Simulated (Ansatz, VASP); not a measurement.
**Two plane-wave programs on TaN**

File INCAR:

```
ALGO     = Normal         # electronic algorithm
EDIFF    = 1E-6           # SCF threshold, eV
ENCUT    = 520            # plane-wave cutoff, eV
GGA      = PE             # functional
ISIF     = 2              # what is computed and relaxed
ISMEAR   = 0              # smearing method
ISPIN    = 2              # spin polarisation
LASPH    = True           # aspherical terms in the spheres
LCHARG   = False          # write CHGCAR
LMAXMIX  = 4              # l up to which the mixer works
LORBIT   = 11             # projections on sites
LREAL    = False          # projectors in reciprocal space
LWAVE    = False          # write WAVECAR
MAGMOM   = 1 1 1 1 0 0 0 0 # initial moments
NBANDS   = 46             # bands
NELM     = 150            # most SCF steps
PREC     = Accurate       # precision mode
SIGMA    = 0.1            # smearing width, eV
```

KPOINTS

```
k-points
0
Gamma
  4 4 4
```

POSCAR

```
TaN
1.0
    5.0645165600      0.0000000000      0.0000000000
    0.0000000000      5.0645165600      0.0000000000
    0.0000000000      0.0000000000      5.0645165600
Ta N
4 4
Direct
    0.7500000000      0.7500000000      0.7500000000
    0.7500000000      0.2500000000      0.2500000000
    0.2500000000      0.7500000000      0.2500000000
    0.2500000000      0.2500000000      0.7500000000
    0.0000000000      0.0000000000      0.5000000000
    0.0000000000      0.5000000000      0.0000000000
    0.5000000000      0.0000000000      0.0000000000
    0.5000000000      0.5000000000      0.0000000000
```

Input for Ansatz:

```yaml
crystal:
  lattice:
    - [5.06451656, 0.0, 0.0]
    - [0.0, 5.06451656, 0.0]
    - [0.0, 0.0, 5.06451656]
  atoms:
    - { symbol: Ta, position: [0.75, 0.75, 0.75], spin: 1.0 }
    - { symbol: Ta, position: [0.75, 0.25, 0.25], spin: 1.0 }
    - { symbol: Ta, position: [0.25, 0.75, 0.25], spin: 1.0 }
    - { symbol: Ta, position: [0.25, 0.25, 0.75], spin: 1.0 }
    - { symbol: "N", position: [0.0, 0.0, 0.5] }
    - { symbol: "N", position: [0.0, 0.5, 0.0] }
    - { symbol: "N", position: [0.5, 0.0, 0.0] }
    - { symbol: "N", position: [0.5, 0.5, 0.0] }
basis:
  ecutwfc: 420
kpoints:
  mp_grid: { grid: [4, 4, 4] }
hamiltonian:
  xc: pbe
scf:
  occupations: { method: gaussian, width: 0.1 }
  lower_state_search: "off"
output:
  forces: true
  stress: true
  eigenvalues: true
  populations: true
magnetization:
  spin_polarized: true
```

Change from the starting cell: ordered vacancies on the anion sites of fluorite (P-42m, No. 111).

Alike in both runs: task single point; functional PBE; k mesh 4 × 4 × 4; occupations gaussian, width 0.1 eV; collinear spin.

|  | VASP | Ansatz |
| --- | --- | --- |
| version | VASP 6.6.1 | Ansatz 0.2.0 |
| potentials or method | VASP PAW PBE potentials, release 64 (Ta_pv, N), cutoff 520 eV | scalar-relativistic, plane waves, PAW |
| valence electrons in the cell | 64 | 72 |

```csv
,VASP,Ansatz,Ansatz less VASP
gap on the k mesh at the Fermi level (eV),none,none,-
pressure (GPa),-28.0,-28.2,-0.23
"traceless stress, the component that is largest in VASP (GPa)",-9.23,-9.24,-0.006
rms of the force components (eV/Å),0.842,0.853,+0.0115
net moment per atom (μB),0.00,0.00,0.000
```

Atom by atom the forces differ by 0.012 eV/Å (rms over components). A gap of «none» marks a metal or a gap that the smearing closes. VASP's potentials hold 64 valence electrons a cell and Ansatz's 72, so a difference there can come from the potentials and not from the codes. Ansatz's warnings: seeded moment not kept.

Spin-orbit coupling is off throughout.
